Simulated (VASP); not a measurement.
# Ni (I4/mmm) in VASP: single point with revPBE

Aim: the single point of Ni with revPBE.

Everything below comes from runs of VASP 6.6.1. Logs are shortened: lines on timing, memory, paths and dates and some standing lists are left out, and cuts for length are marked.

### 1 The cell of the first run

The typed cell holds 2 atoms: a = 2.501 Å, b = 2.501 Å, c = 3.536 Å, α = 90.00°, β = 90.00°, γ = 90.00°.

### 2 Single point, revPBE, collinear spin, ferromagnetic start (11.06 Å³/atom)

The input, INCAR:

```
SYSTEM = Ni
PREC = Accurate
ENCUT = 520
EDIFF = 1E-6
ISMEAR = -1
SIGMA = 0.05
LREAL = .FALSE.
LASPH = .TRUE.
NELM = 150
ALGO = Normal
ISIF = 2
LWAVE = .FALSE.
LCHARG = .TRUE.
ISPIN = 2
MAGMOM = 0.686 0.686
LORBIT = 11
LMAXMIX = 4
GGA = RE
LELF = .TRUE.
LVHAR = .TRUE.
NBANDS = 21
```

The input, KPOINTS:

```
regular mesh
0
G
  20 20 15
  0 0 0
```

The input, POSCAR:

```
Ni
1.0
    2.5011651906      0.0000000000      0.0000000000
    0.0000000000      2.5011651906      0.0000000000
    0.0000000000      0.0000000000      3.5355824372
Ni
2
Direct
    0.0000000000      0.0000000000      0.0000000000
    0.5000000000      0.5000000000      0.5000000000
```

Potentials or basis: VASP PAW PBE potentials, release 64 (Ni).

Command:

```bash
$ cat potpaw_PBE.64/Ni/POTCAR > POTCAR
$ mpirun -np 1 vasp_std > vasp.out
```

OUTCAR:

```text
SYSTEM = Ni
   PREC = Accurate
   ENCUT = 520
   EDIFF = 1E-6
   ISMEAR = -1
   LREAL = .FALSE.
   LASPH = .TRUE.
   NELM = 150
   ISIF = 2
   ISPIN = 2
   LORBIT = 11
   GGA = RE

 ion  position               nearest neighbor table
   1  0.000  0.000  0.000-   2 2.50   2 2.50   2 2.50   2 2.50   2 2.50   2 2.50   2 2.50   2 2.50

   2  0.500  0.500  0.500-   1 2.50   1 2.50   1 2.50   1 2.50   1 2.50   1 2.50   1 2.50   1 2.50

  LATTYP: Found a simple tetragonal cell.
 ALAT       =     2.5011651906
 C/A-ratio  =     1.4135741416

  Lattice vectors:

 A1 = (   2.5011651906,   0.0000000000,   0.0000000000)
 A2 = (   0.0000000000,   2.5011651906,   0.0000000000)
 A3 = (   0.0000000000,   0.0000000000,   3.5355824372)

Analysis of symmetry for initial positions (statically):
=====================================================================
 Subroutine PRICEL returns following result:

  LATTYP: Found a body centered tetragonal cell.
 ALAT       =     2.5011651906
 C/A-ratio  =     1.4135741416

  Lattice vectors:

 A1 = (  -1.2505825953,  -1.2505825953,  -1.7677912186)
 A2 = (   1.2505825953,   1.2505825953,  -1.7677912186)
 A3 = (   1.2505825953,  -1.2505825953,   1.7677912186)

   2 primitive cells build up your supercell.

 Routine SETGRP: Setting up the symmetry group for a
 simple tetragonal supercell.

 Subroutine GETGRP returns: Found 16 space group operations
 (whereof 16 operations were pure point group operations)
 out of a pool of 16 trial point group operations.

The static configuration has the point symmetry D_4h.

Analysis of symmetry for dynamics (positions and initial velocities):
=====================================================================
 Subroutine PRICEL returns following result:

  LATTYP: Found a body centered tetragonal cell.
 ALAT       =     2.5011651906
 C/A-ratio  =     1.4135741416

  Lattice vectors:

 A1 = (  -1.2505825953,  -1.2505825953,  -1.7677912186)
 A2 = (   1.2505825953,   1.2505825953,  -1.7677912186)
 A3 = (   1.2505825953,  -1.2505825953,   1.7677912186)

   2 primitive cells build up your supercell.

 Routine SETGRP: Setting up the symmetry group for a
 simple tetragonal supercell.

 Subroutine GETGRP returns: Found 16 space group operations
 (whereof 16 operations were pure point group operations)
 out of a pool of 16 trial point group operations.

The dynamic configuration has the point symmetry D_4h.

Analysis of structural, dynamic, and magnetic symmetry:
=====================================================================
 Subroutine PRICEL returns following result:

  LATTYP: Found a body centered tetragonal cell.
 ALAT       =     2.5011651906
 C/A-ratio  =     1.4135741416

  Lattice vectors:

 A1 = (  -1.2505825953,  -1.2505825953,  -1.7677912186)
 A2 = (   1.2505825953,   1.2505825953,  -1.7677912186)
 A3 = (   1.2505825953,  -1.2505825953,   1.7677912186)

   2 primitive cells build up your supercell.

 Routine SETGRP: Setting up the symmetry group for a
 simple tetragonal supercell.

 Subroutine GETGRP returns: Found 16 space group operations
 (whereof 16 operations were pure point group operations)
 out of a pool of 16 trial point group operations.

The overall configuration has the point symmetry D_4h.

 Subroutine INISYM returns: Found 16 space group operations
 (whereof 16 operations are pure point group operations),
 and found     2 'primitive' translations

----------------------------------------------------------------------------------------

                                     Primitive cell

  volume of cell :      11.0590

  direct lattice vectors                    reciprocal lattice vectors
    -1.250582595 -1.250582595 -1.767791219     0.000000000 -0.399813656 -0.282838830
     1.250582595  1.250582595 -1.767791219     0.399813656  0.000000000 -0.282838830
     1.250582595 -1.250582595  1.767791219     0.399813656 -0.399813656  0.000000000

  length of vectors
     2.500599818  2.500599818  2.500599818     0.489743569  0.489743569  0.565421895

  position of ions in fractional coordinates (direct lattice)
     0.000000000  0.000000000  0.000000000

  ion indices of the primitive-cell ions
   primitive index   ion index
                 1           1

----------------------------------------------------------------------------------------

 KPOINTS: regular mesh

Automatic generation of k-mesh.
 Grid dimensions read from file:
 generate k-points for:   20   20   15

 Generating k-lattice:

  Cartesian coordinates                     Fractional coordinates (reciprocal lattice)
     0.019990683  0.000000000  0.000000000     0.050000000  0.000000000  0.000000000
     0.000000000  0.019990683  0.000000000     0.000000000  0.050000000  0.000000000
     0.000000000  0.000000000  0.018855922     0.000000000  0.000000000  0.066666667

  Length of vectors
     0.019990683  0.019990683  0.018855922

  Shift w.r.t. Gamma in fractional coordinates (k-lattice)
     0.000000000  0.000000000  0.000000000

 Subroutine IBZKPT returns following result:
 ===========================================

 Found    528 irreducible k-points:

 Following reciprocal coordinates:
            Coordinates               Weight
  0.000000  0.000000  0.000000      1.000000
  0.050000  0.000000  0.000000      4.000000
  0.100000  0.000000  0.000000      4.000000
  0.150000  0.000000  0.000000      4.000000
  0.200000  0.000000  0.000000      4.000000
  0.250000  0.000000  0.000000      4.000000
[... 16 lines left out ...]
  0.150000  0.100000  0.000000      8.000000
  0.200000  0.100000  0.000000      8.000000
 [... further k-points ...]
   k-points           NKPTS =    528   k-points in BZ     NKDIM =    528   number of bands    NBANDS=     21
   number of dos      NEDOS =    301   number of ions     NIONS =      2
   total plane-waves  NPLWV =  11200
   dimension x,y,z NGX =    20 NGY =   20 NGZ =   28
   dimension x,y,z NGXF=    40 NGYF=   40 NGZF=   56
   ions per type =               2
   NGX,Y,Z   is equivalent  to a cutoff of  13.29, 13.29, 13.17 a.u.
   NGXF,Y,Z  is equivalent  to a cutoff of  26.59, 26.59, 26.33 a.u.
 SYSTEM =  Ni
   PREC   = accura    normal or accurate (medium, high low for compatibility)
   ISTART =      0    job   : 0-new  1-cont  2-samecut
   ICHARG =      2    charge: 1-file 2-atom 10-const
   ISPIN  =      2    spin polarized calculation?
   LNONCOLLINEAR =      F non collinear calculations
   LSORBIT =      F    spin-orbit coupling
   LASPH  =      T    aspherical Exc in radial PAW
   ENCUT  =  520.0 eV  38.22 Ry    6.18 a.u.   4.65  4.65  6.57*2*pi/ulx,y,z
   NELM   =    150;   NELMIN=  2; NELMDL= -5     # of ELM steps
   EDIFF  = 0.1E-05   stopping-criterion for ELM
   LREAL  =      F    real-space projection
   EDIFFG = 0.1E-04   stopping-criterion for IOM
   NSW    =      0    number of steps for IOM
   IBRION =     -1    ionic relax: 0-MD 1-quasi-New 2-CG
   NFREE  =      0    steps in history (QN), initial steepest desc. (CG)
   ISIF   =      2    stress and relaxation
   ISYM   =      2    0-nonsym 1-usesym 2-fastsym
   POTIM  = 0.5000    time-step for ionic-motion
   TEBEG  =    0.0;   TEEND  =   0.0 temperature during run
   PSTRESS=    0.0 pullay stress
   NELECT =      20.0000    total number of electrons
   NUPDOWN=      -1.0000    fix difference up-down
   EMIN   =  10.00;   EMAX   =-10.00  energy-range for DOS
   EFERMI =   0.00;   METHOD = LEGACY
   ISMEAR =    -1;   SIGMA  =   0.05  broadening in eV -4-tet -1-fermi 0-gaus
   EFERMI_NEDOS =   21; number of points for ismear=-14 and -15
   IALGO  =     38    algorithm
   IMIX   =      4    mixing-type and parameters
     AMIX     =   0.40;   BMIX     =  1.00
     AMIX_MAG =   1.60;   BMIX_MAG =  1.00
  volume/ion in A,a.u.               =      11.06        74.63
  Fermi-wavevector in a.u.,A,eV,Ry     =   1.583080  2.991588 34.098145  2.506143
  Thomas-Fermi vector in A             =   2.682905
   LORBIT       =     11    0 simple, 1 ext, 2 COOP (PROOUT), +10 PAW based schemes
   GGA     = RE    functional components
   LHFCALC =     F    Hartree Fock is set to
   AEXX    =    0.0000 exact exchange contribution
   IVDW    =     0    specifies the selected vdW correction
   LEPSILON=     F    determine dielectric tensor
   LRPA    =     F    only Hartree local field effects (RPA)
 spin polarized calculation
  energy-cutoff  :      520.00
  volume of cell :       22.12
 maximum number of plane-waves:       613
 NGX is ok and might be reduce to    20
   NGX =  9   NGY =  9   NGZ = 13

 number of electron      19.9999989 magnetization       1.2660354

 Free energy of the ion-electron system (eV)
  ---------------------------------------------------
  ext. energy  EPLUGINS =         0.00000000
  ---------------------------------------------------
  free energy    TOTEN  =       -10.13836255 eV

  energy without entropy =      -10.10982674  energy(sigma->0) =      -10.12409464

 E-fermi :   9.2609     XC(G=0): -13.0693

 val. band max:        9.2607640076   @ k =   0.4500   0.0000   0.2667
 cond. band min:       9.2620887663   @ k =   0.4500   0.0500   0.2667
 fundamental gap:      0.0013247587
 Fermi energy:         9.2608690556

 spin component 1

 k-point     1 :       0.0000    0.0000    0.0000
  band No.  band energies     occupation
      1       0.3731      1.00000
      2       4.7018      1.00000
      3       5.1365      1.00000
      4       6.8492      1.00000
      5       6.8492      1.00000
      6       6.8526      1.00000
[... 13 lines left out ...]
     20      36.5964      0.00000
     21      36.6007      0.00000

 k-point     2 :       0.0500    0.0000    0.0000
  band No.  band energies     occupation
      1       0.4377      1.00000
      2       4.7350      1.00000
      3       5.1578      1.00000
      4       6.8311      1.00000
      5       6.8622      1.00000
      6       6.8701      1.00000
[... 13 lines left out ...]
     20      36.0583      0.00000
     21      36.6895      0.00000
[... 487 lines left out ...]
      5       7.0679      1.00000
      6       7.0705      1.00000
[... 13 lines left out ...]
     20      34.4671      0.00000
     21      36.3405      0.00000

 k-point    24 :       0.2000    0.1000    0.0000
  band No.  band energies     occupation
      1       1.6198      1.00000
      2       5.2604      1.00000
      3       5.5490      1.00000
      4       6.4724      1.00000
      5       7.1417      1.00000
      6       7.1634      1.00000
[... 13 lines left out ...]
     20      34.4366      0.00000
     21      38.4931      0.00000

 [... further k-points ...]

 spin component 2

 k-point     1 :       0.0000    0.0000    0.0000
  band No.  band energies     occupation
      1       0.3152      1.00000
      2       5.0462      1.00000
      3       5.7708      1.00000
      4       7.6280      1.00000
      5       7.6280      1.00000
      6       7.6306      1.00000
[... 13 lines left out ...]
     20      36.5569      0.00000
     21      36.5618      0.00000

 k-point     2 :       0.0500    0.0000    0.0000
  band No.  band energies     occupation
      1       0.3798      1.00000
      2       5.0810      1.00000
      3       5.7916      1.00000
      4       7.6077      1.00000
      5       7.6419      1.00000
      6       7.6485      1.00000
[... 13 lines left out ...]
     20      36.0416      0.00000
     21      36.6502      0.00000
[... 487 lines left out ...]
      5       7.8532      1.00000
      6       7.8555      1.00000
[... 13 lines left out ...]
     20      34.4057      0.00000
     21      36.4357      0.00000

 k-point    24 :       0.2000    0.1000    0.0000
  band No.  band energies     occupation
      1       1.5660      1.00000
      2       5.6388      1.00000
      3       6.1637      1.00000
      4       7.2127      1.00000
      5       7.8952      1.00000
      6       7.9037      1.00000
[... 13 lines left out ...]
     20      34.3748      0.00000
     21      38.5723      0.00000

 [... further k-points ...]

------------------------ aborting loop because EDIFF is reached ----------------------------------------

  FORCE on cell =-STRESS in cart. coord.  units (eV):
  Direction    XX          YY          ZZ          XY          YZ          ZX
  --------------------------------------------------------------------------------------
  -------------------------------------------------------------------------------------
  Total        0.1573539      0.1573539      0.1624337      0.0000000      0.0000000      0.0000000
  in kB       11.3983629     11.3983629     11.7663267      0.0000000      0.0000000      0.0000000
  external PRESSURE =      11.5210175 kB  Pullay stress =       0.0000000 kB

 VOLUME and BASIS-vectors are now :
 -----------------------------------------------------------------------------
  energy-cutoff  :      520.00
  volume of cell :       22.12
      direct lattice vectors                 reciprocal lattice vectors
     2.501165191  0.000000000  0.000000000     0.399813656  0.000000000  0.000000000
     0.000000000  2.501165191  0.000000000     0.000000000  0.399813656  0.000000000
     0.000000000  0.000000000  3.535582437     0.000000000  0.000000000  0.282838830

 POSITION                                       TOTAL-FORCE (eV/Angst)
 -----------------------------------------------------------------------------------
      0.00000      0.00000      0.00000        -0.000000     -0.000000      0.000000
      1.25058      1.25058      1.76779         0.000000      0.000000     -0.000000
 -----------------------------------------------------------------------------------
    total drift:                               -0.000000      0.000000      0.000000

  FREE ENERGIE OF THE ION-ELECTRON SYSTEM (eV)
  ---------------------------------------------------
  free  energy   TOTEN  =       -10.1383625493 eV

  energy  without entropy=      -10.1098267396  energy(sigma->0) =      -10.12409464

 total charge

# of ion       s       p       d       tot
------------------------------------------
    1        0.490   0.483   8.304   9.276
    2        0.490   0.483   8.304   9.276
--------------------------------------------------
tot          0.979   0.966  16.607  18.552

 magnetization (x)

# of ion       s       p       d       tot
------------------------------------------
    1       -0.007  -0.026   0.681   0.647
    2       -0.007  -0.026   0.681   0.647
--------------------------------------------------
tot         -0.014  -0.053   1.362   1.295
```

Wall time 7.6 min (1 thread of Intel Xeon Platinum 8488C (Sapphire Rapids), shared host); peak memory 0.41 GiB.

What came out:

```yaml
Free_energy: -10.1384 eV
Pressure: 1.2 GPa
Net_moment: 1.27 μB per cell
Site_moments: Ni +0.65 μB
Valence_electrons_inside_the_program's_atomic_spheres: Ni 9.28
```

Caveat: the PAW data sets were made with another functional, which shifts forces and pressure a little.
